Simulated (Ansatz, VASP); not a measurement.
**One calculation of Be2C, two programs**

File INCAR:

```
SYSTEM = Be2C
PREC = Accurate
ENCUT = 520
EDIFF = 1E-7
ISMEAR = 0
SIGMA = 0.01
LREAL = .False.
LASPH = .True.
NELM = 120
ALGO = Normal
ISIF = 2
LWAVE = .False.
LCHARG = .False.
GGA = CA
IBRION = 2
NSW = 50
EDIFFG = -0.002
GGA_COMPAT = .False.
NELMIN = 4
```

The input KPOINTS:

```
regular mesh
0
Gamma
  10 10 10
  0 0 0
```

POSCAR

```
Be2C
1.0
   -0.0106707707      2.1288187560      2.1288187560
    2.1288187560     -0.0106707707      2.1288187560
    2.1288187560      2.1288187560     -0.0106707707
Be C
2 1
Direct
    0.2500000000      0.2500000000      0.2500000000
    0.7500000000      0.7500000000      0.7500000000
    0.0000000000      0.0000000000      0.0000000000
```

Input for Ansatz:

```yaml
crystal:
  lattice:
    - [-0.01067077071, 2.12881875601, 2.12881875601]
    - [2.12881875601, -0.01067077071, 2.12881875601]
    - [2.12881875601, 2.12881875601, -0.01067077071]
  atoms:
    - { symbol: Be, position: [0.25, 0.25, 0.25] }
    - { symbol: Be, position: [0.75, 0.75, 0.75] }
    - { symbol: C, position: [0.0, 0.0, 0.0] }
kpoints:
  mp_grid: { grid: [10, 10, 10] }
scf:
  occupations: { method: fixed }
  convergence: { dr2_threshold: 1.0e-10 }
hamiltonian:
  xc: lda
  pseudopotentials: { kind: all_electron, lapw: { basis_error: 0.0005 } }
output:
  forces: true
  stress: true
  eigenstates:
    kpoints:
      - [0.0, 0.0, 0.0]
      - [0.0, -0.5, -0.5]
      - [-0.5, 0.0, -0.5]
      - [-0.5, -0.5, 0.0]
      - [-0.5, 0.0, 0.0]
      - [0.0, -0.5, 0.0]
      - [0.0, 0.0, -0.5]
      - [-0.5, -0.5, -0.5]
relax:
  f_tol: 0.002
  max_steps: 30
```

Change from the starting cell: equal xy, yz and zx engineering shears of -0.5 %.

Alike in both runs: task relaxation of the atoms; functional LDA; k mesh 10 × 10 × 10; no spin polarisation.

```csv
,VASP,Ansatz
version,VASP 6.6.1,Ansatz 0.2.0
potentials or method,"VASP PAW LDA potentials, release 64 (Be, C), cutoff 520 eV","all-electron LAPW, scalar-relativistic"
occupations,"gaussian, width 0.01 eV",fixed
```

|  | VASP | Ansatz | Ansatz less VASP |
| --- | --- | --- | --- |
| gap on the k mesh at the Fermi level, each at its own relaxed structure (eV) | 1.18 | 1.18 | +0.007 |

LDA's correlation is that of Perdew and Zunger in VASP and of Perdew and Wang (1992) in Ansatz. Ansatz ran all-electron here, and VASP with PAW potentials.
